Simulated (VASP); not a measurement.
Here is a VASP 6.6.1 calculation.

File INCAR:

```
SYSTEM = Al16CN14
PREC     = Accurate       ! precision mode
ENCUT    = 520            ! plane-wave cutoff, eV
EDIFF    = 1E-6           ! SCF threshold, eV
ISMEAR   = 0              ! smearing method
SIGMA    = 0.01           ! smearing width, eV
LREAL    = Auto         
LASPH    = .True.         ! aspherical terms in the spheres
NELM     = 120            ! most SCF steps
ALGO     = Normal         ! electronic algorithm
ISIF     = 2              ! what is computed and relaxed
LWAVE    = .False.        ! write WAVECAR
LCHARG   = .False.        ! write CHGCAR
GGA      = PE             ! functional
NBANDS   = 82             ! bands
NELECT   = 120.0        
GGA_COMPAT= .False.      
ISYM     = -1
```

The input KPOINTS:

```
explicit points
1
Reciprocal
  0.25000000   0.25000000   0.25000000 1
```

File POSCAR:

```
Al16CN14
1.0
    6.2595139128      0.0000000578      0.0000000000
   -3.1297570064      5.4208980350      0.0000000000
    0.0000000000      0.0000000000     10.0348065929
Al N C
16 14 1
Direct
    0.3471611704      0.2041227981      0.2632863660
    0.1642061474      0.3326615165      0.5031648137
    0.3423676092      0.1817981444      0.7470020331
    0.1609667339      0.3322250678      0.9979736400
    0.3446969549      0.6458723442      0.2658316878
    0.1763382235      0.8400713865      0.5083620281
    0.3411475333      0.6621992982      0.7462474562
    0.1637422768      0.8332928146      0.9343810081
    0.8245724907      0.1640782038      0.2540685374
    0.6804505885      0.3394820676      0.5012606165
    0.8348553327      0.1680481218      0.7512303720
    0.6623646355      0.3296744500      0.9958217440
    0.7862114274      0.6438049295      0.2532624198
    0.6794913070      0.8451048877      0.5012590353
    0.8234083709      0.6625370664      0.7437713907
    0.6618302685      0.8352160618      0.9959996979
    0.3404067735      0.1725210640      0.4432488583
    0.1589122809      0.3301799346      0.1907494136
    0.3303667573      0.1725029278      0.9401739971
    0.1674632511      0.3323908796      0.6896827976
    0.3387314495      0.6735127069      0.4458764932
    0.3301537416      0.6634586867      0.9392072718
    0.1722435826      0.8359108683      0.7058722316
    0.8366559395      0.1718455764      0.4393576703
    0.6536826156      0.3220956481      0.1854018860
    0.8299469369      0.1675645702      0.9405481721
    0.6708598844      0.3322247628      0.6905873479
    0.6527558679      0.8324209726      0.1863459405
    0.8240598698      0.6647339821      0.9411268559
    0.6703757270      0.8367607643      0.6899630152
    0.8505700469      0.6795245056      0.4358728925
```

Potentials or basis: VASP PAW PBE potentials, release 64 (Al, N, C).

Run with:

```bash
$ cat potpaw_PBE.64/Al/POTCAR potpaw_PBE.64/N/POTCAR potpaw_PBE.64/C/POTCAR > POTCAR
$ mpirun -np 1 vasp_std > vasp.out
```

Task: Predict the largest force.

Result: 0.018 eV/Å.

Forces on the atoms (eV/Å):
```
Al  -0.005  0.007  0.001
Al  -0.001  0.000 -0.002
Al  -0.003 -0.004 -0.001
Al  -0.001  0.001  0.003
Al   0.003 -0.006  0.001
Al   0.006  0.004  0.001
Al  -0.002 -0.001 -0.005
Al   0.000  0.000 -0.001
Al  -0.003  0.000 -0.005
Al   0.000 -0.010  0.003
Al   0.003  0.001  0.000
Al  -0.001 -0.003  0.008
Al  -0.010 -0.009 -0.003
Al  -0.007  0.003 -0.001
Al  -0.001  0.001  0.007
Al  -0.004 -0.002  0.007
N    0.004 -0.001  0.012
N   -0.008 -0.005 -0.012
N    0.002  0.004 -0.001
N   -0.001 -0.001  0.002
N    0.002  0.003  0.012
N    0.005 -0.002 -0.001
N    0.000  0.000 -0.013
N    0.002  0.001  0.004
N    0.009 -0.003 -0.008
N   -0.001  0.000 -0.004
N    0.001  0.002 -0.003
N    0.002  0.009 -0.007
N   -0.001 -0.002  0.000
N    0.001 -0.001 -0.002
C    0.011  0.012  0.008
```

Caveat: the cell carries a net charge on a neutralising background, which shifts energy and pressure.
